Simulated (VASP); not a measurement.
# Au (Im-3m) in VASP: further runs, part 2 of 2

VASP 6.6.1. The steps go on from the part before.

**4. Single point, PBEsol (volume scaled by 0.96)**

The input, INCAR:

```
SYSTEM = Au
ALGO = Normal
EDIFF = 1E-6
ENCUT = 520
GGA = PS
ISIF = 2
ISMEAR = -1
LASPH = .TRUE.
LCHARG = .FALSE.
LREAL = .FALSE.
LWAVE = .FALSE.
NBANDS = 12
NELM = 60
PREC = Accurate
SIGMA = 0.05
```

The input, KPOINTS:

```
k-points
0
G
  11 11 11
  0 0 0
```

The input, POSCAR:

```
Au
1.0
   -1.6348707273      1.6348707273      1.6348707273
    1.6348707273     -1.6348707273      1.6348707273
    1.6348707273      1.6348707273     -1.6348707273
Au
1
Direct
    0.0000000000      0.0000000000      0.0000000000
```

Potentials or basis: VASP PAW PBE potentials, release 64 (Au).

The run is started by

```console
> cat potpaw_PBE.64/Au/POTCAR > POTCAR
> mpirun -np 1 vasp_std > vasp.out
```

OUTCAR:

```text
SYSTEM = Au
   EDIFF = 1E-6
   ENCUT = 520
   GGA = PS
   ISIF = 2
   ISMEAR = -1
   LASPH = .TRUE.
   LREAL = .FALSE.
   NELM = 60
   PREC = Accurate

 ion  position               nearest neighbor table
   1  0.000  0.000  0.000-

  LATTYP: Found a body centered cubic cell.
 ALAT       =     3.2697414546

  Lattice vectors:

 A1 = (  -1.6348707273,   1.6348707273,   1.6348707273)
 A2 = (   1.6348707273,  -1.6348707273,   1.6348707273)
 A3 = (   1.6348707273,   1.6348707273,  -1.6348707273)

Analysis of symmetry for initial positions (statically):
=====================================================================
 Subroutine PRICEL returns:
 Original cell was already a primitive cell.

 Routine SETGRP: Setting up the symmetry group for a
 body centered cubic supercell.

 Subroutine GETGRP returns: Found 48 space group operations
 (whereof 48 operations were pure point group operations)
 out of a pool of 48 trial point group operations.

The static configuration has the point symmetry O_h .

Analysis of symmetry for dynamics (positions and initial velocities):
[... 159 lines left out ...]
 val. band max:        8.7087534822   @ k =  -0.4545   0.4545   0.0909
 cond. band min:       8.7331405828   @ k =  -0.3636   0.4545   0.0909
 fundamental gap:      0.0243871005
 Fermi energy:         8.7164728653

 k-point     1 :       0.0000    0.0000    0.0000
  band No.  band energies     occupation
      1      -0.7819      2.00000
      2       4.1505      2.00000
      3       4.1505      2.00000
      4       4.1505      2.00000
      5       6.0233      2.00000
      6       6.0233      2.00000
      7      25.3540      0.00000
      8      25.3540      0.00000
      9      25.3540      0.00000
     10      32.7169      0.00000
     11      32.7169      0.00000
     12      32.7169      0.00000
[... 331 lines left out ...]
 k-point    24 :       0.3636    0.1818    0.0909
  band No.  band energies     occupation
      1       2.7307      2.00000
      2       3.2669      2.00000
      3       4.8882      2.00000
      4       6.0793      2.00000
      5       6.2714      2.00000
      6      11.9084      0.00000
      7      12.1202      0.00000
      8      17.7179      0.00000
      9      20.3333      0.00000
     10      30.8437      0.00000
     11      32.4816      0.00000
     12      34.6417      0.00000

 [... further k-points ...]
[... 5 lines left out ...]
  --------------------------------------------------------------------------------------
  -------------------------------------------------------------------------------------
  Total       -0.4165633     -0.4165633     -0.4165633      0.0000000     -0.0000000      0.0000000
  in kB      -38.1839969    -38.1839969    -38.1839969      0.0000000     -0.0000000      0.0000000
  external PRESSURE =     -38.1839969 kB  Pullay stress =       0.0000000 kB

 VOLUME and BASIS-vectors are now :
 -----------------------------------------------------------------------------
  energy-cutoff  :      520.00
  volume of cell :       17.48
      direct lattice vectors                 reciprocal lattice vectors
    -1.634870727  1.634870727  1.634870727     0.000000000  0.305834579  0.305834579
     1.634870727 -1.634870727  1.634870727     0.305834579  0.000000000  0.305834579
     1.634870727  1.634870727 -1.634870727     0.305834579  0.305834579  0.000000000

 POSITION                                       TOTAL-FORCE (eV/Angst)
 -----------------------------------------------------------------------------------
      0.00000      0.00000      0.00000        -0.000000      0.000000      0.000000
 -----------------------------------------------------------------------------------
    total drift:                                0.000000      0.000000     -0.000000

  FREE ENERGIE OF THE ION-ELECTRON SYSTEM (eV)
  ---------------------------------------------------
  free  energy   TOTEN  =        -3.8911650444 eV

  energy  without entropy=       -3.8853422985  energy(sigma->0) =       -3.88825367
```

Run time: 5.6 s. Hardware: 1 thread of Intel Xeon Platinum 8375C at 2.90GHz (Ice Lake), shared host; peak memory 0.14 GiB.

What came out:

* Free energy: -3.8912 eV
* Pressure: -3.8 GPa

Caveat: the cell differs from its parent crystal (volume scaled by 0.96); the PAW data sets were made with another functional, which shifts forces and pressure a little; spin-orbit coupling is left out, which moves the levels of the heavy elements.

**5. Single point, PBEsol (volume scaled by 1.02)**

The input, INCAR:

```
ALGO     = Normal         # electronic algorithm
EDIFF    = 1E-6           # SCF threshold, eV
ENCUT    = 520            # plane-wave cutoff, eV
GGA      = PS             # functional
ISIF     = 2              # what is computed and relaxed
ISMEAR   = -1             # smearing method
LASPH    = True           # aspherical terms in the spheres
LCHARG   = False          # write CHGCAR
LREAL    = False          # projectors in reciprocal space
LWAVE    = False          # write WAVECAR
NBANDS   = 12             # bands
NELM     = 80             # most SCF steps
PREC     = Accurate       # precision mode
SIGMA    = 0.05           # smearing width, eV
```

The input, KPOINTS:

```
k-points
0
Gamma
  11 11 11
```

The input, POSCAR:

```
Au
1.0
   -1.6682446112      1.6682446112      1.6682446112
    1.6682446112     -1.6682446112      1.6682446112
    1.6682446112      1.6682446112     -1.6682446112
Au
1
Direct
    0.0000000000      0.0000000000      0.0000000000
```

The run is started by

```console
> cat potpaw_PBE.64/Au/POTCAR > POTCAR
> mpirun -np 1 vasp_std > vasp.out
```

Wall time 5.4 s (1 thread of Intel Xeon Platinum 8375C at 2.90GHz (Ice Lake), shared host); peak memory 0.14 GiB.

The run converged. Its results:

* Free energy: -3.8390 eV
* Pressure: -11.2 GPa

Levels at points of the mesh, in eV from the Fermi level:
| k point | band 2 | band 3 | band 4 | band 5 | band 6 | band 7 | band 8 | band 9 | band 10 | band 11 |
| --- | --- | --- | --- | --- | --- | --- | --- | --- | --- | --- |
| (0.00, 0.00, 0.00) | -4.27 | -4.27 | -4.27 | -2.57 | -2.57 | 16.58 | 16.58 | 16.58 | 22.90 | 22.90 |

Caveat: the cell differs from its parent crystal (volume scaled by 1.02); the PAW data sets were made with another functional, which shifts forces and pressure a little; spin-orbit coupling is left out, which moves the levels of the heavy elements.

**6. Single point, RPBE+D3(BJ)**

This run uses another cell than the first one, of 14.97 Å³/atom, 0.875 times its volume.

The input, INCAR:

```
PREC = Accurate
ENCUT = 520
EDIFF = 1E-6
ISMEAR = -1
SIGMA = 0.05
LREAL = False
LASPH = True
NELM = 60
ALGO = Normal
ISIF = 2
LWAVE = False
LCHARG = False
GGA = RP
IVDW = 12
NBANDS = 12
```

The input, KPOINTS:

```
regular mesh
0
Gamma
  11 11 11
```

The input, POSCAR:

```
Au
1.0
   -1.5525637745      1.5525637745      1.5525637745
    1.5525637745     -1.5525637745      1.5525637745
    1.5525637745      1.5525637745     -1.5525637745
Au
1
Direct
    0.0000000000      0.0000000000      0.0000000000
```

Potentials or basis: VASP PAW PBE potentials, release 64 (Au).

The run is started by

```console
> cat potpaw_PBE.64/Au/POTCAR > POTCAR
> mpirun -np 1 vasp_std > vasp.out
```

Wall time 9.9 s (1 thread of Intel Xeon Platinum 8375C at 2.90GHz (Ice Lake), shared host); peak memory 0.14 GiB.

It converged, with:

```
Free energy                : -6.2790 eV
Pressure                   : -0.5 GPa
Dispersion energy per atom : -4.094 eV
```

Levels at points of the mesh, in eV from the Fermi level:
```
           k point  band 3  band 4  band 5  band 6  band 7  band 8  band 9  band 10
(0.00, 0.00, 0.00)   -5.54   -5.54   -3.17   -3.17   16.55   16.55   16.55    26.65
```

Caveat: the PAW data sets were made with another functional, which shifts forces and pressure a little; spin-orbit coupling is left out, which moves the levels of the heavy elements; pairwise dispersion overbinds metals, which lowers pressure and volume.

**7. Overview**

```tsv
level	potentials or basis	cell	smearing	gap on the mesh (eV)	pressure (GPa)
PBEsol	VASP PAW PBE potentials, release 64 (Au)	a = 2.812 Å, angles 109.5°, 1 atom	fermi-dirac 0.05 eV	none	-0.5
LDA	VASP PAW LDA potentials, release 64 (Au)	a = 2.870 Å, angles 109.5°, 1 atom	gaussian 0.1 eV	none	-12.7
PBEsol	VASP PAW PBE potentials, release 64 (Au)	a = 2.832 Å, angles 109.5°, 1 atom	fermi-dirac 0.05 eV	none	-3.8
PBEsol	VASP PAW PBE potentials, release 64 (Au)	a = 2.889 Å, angles 109.5°, 1 atom	fermi-dirac 0.05 eV	none	-11.2
RPBE+D3(BJ)	VASP PAW PBE potentials, release 64 (Au)	a = 2.689 Å, angles 109.5°, 1 atom	fermi-dirac 0.05 eV	none	-0.5
```

Alike in all rows: task single point; no spin polarisation; k mesh 11 × 11 × 11; cutoff (eV) 520.

Caveats: spin-orbit coupling is left out, which moves the levels of the heavy elements; the PAW data sets were made with another functional, which shifts forces and pressure a little (some runs); pairwise dispersion overbinds metals, which lowers pressure and volume (some runs).

Absolute energies hang on the potentials; compare differences alone.
